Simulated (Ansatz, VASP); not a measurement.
**One calculation of Rh, two programs**

The input INCAR:

```
ALGO = Normal
EDIFF = 1E-6
ENCUT = 520
GGA = PE
ISIF = 2
ISMEAR = -1
LASPH = True
LCHARG = False
LREAL = False
LWAVE = False
NBANDS = 14
NELM = 60
PREC = Accurate
SIGMA = 0.05
```

File KPOINTS:

```
k-points
0
Gamma
  17 17 17
```

POSCAR

```
Rh
1.0
    0.0000000000      1.9149918958      1.9149918958
    1.9149918958      0.0000000000      1.9149918958
    1.9149918958      1.9149918958      0.0000000000
Rh
1
Direct
    0.0000000000      0.0000000000      0.0000000000
```

Input for Ansatz:

```yaml
crystal:
  lattice:
    - [0.0, 1.9149918958, 1.9149918958]
    - [1.9149918958, 0.0, 1.9149918958]
    - [1.9149918958, 1.9149918958, 0.0]
  atoms:
    - { symbol: Rh, position: [0.0, 0.0, 0.0] }
kpoints:
  mp_grid: { grid: [17, 17, 17] }
  band_path:
    path:
      - [0.0, 0.0, 0.0]
      - [0.5, 0.0, 0.5]
      - [0.625, 0.25, 0.625]
      - [0.375, 0.375, 0.75]
      - [0.0, 0.0, 0.0]
      - [0.5, 0.5, 0.5]
      - [0.5, 0.25, 0.75]
      - [0.5, 0.0, 0.5]
    npoints: 14
scf:
  occupations: { method: fermi_dirac, width: 0.05 }
hamiltonian:
  xc: pbe
  pseudopotentials: { kind: all_electron, lapw: { basis_error: 0.001 } }
output:
  forces: true
  stress: true
  eigenvalues: true
  populations: true
  dos: { projected: true, de: 0.2, e_range: [-14, 8] }
```

Alike in both runs: task single point; functional PBE; k mesh 17 × 17 × 17; occupations fermi-dirac, width 0.05 eV; no spin polarisation.

|  | VASP | Ansatz |
| --- | --- | --- |
| version | VASP 6.6.1 | Ansatz 0.2.0 |
| potentials or method | VASP PAW PBE potentials, release 64 (Rh_pv), cutoff 520 eV | all-electron LAPW, scalar-relativistic |

```tsv
	VASP	Ansatz	Ansatz less VASP
pressure (GPa)	0.0	0.0	-0.07
```

Ansatz ran all-electron here, and VASP with PAW potentials.
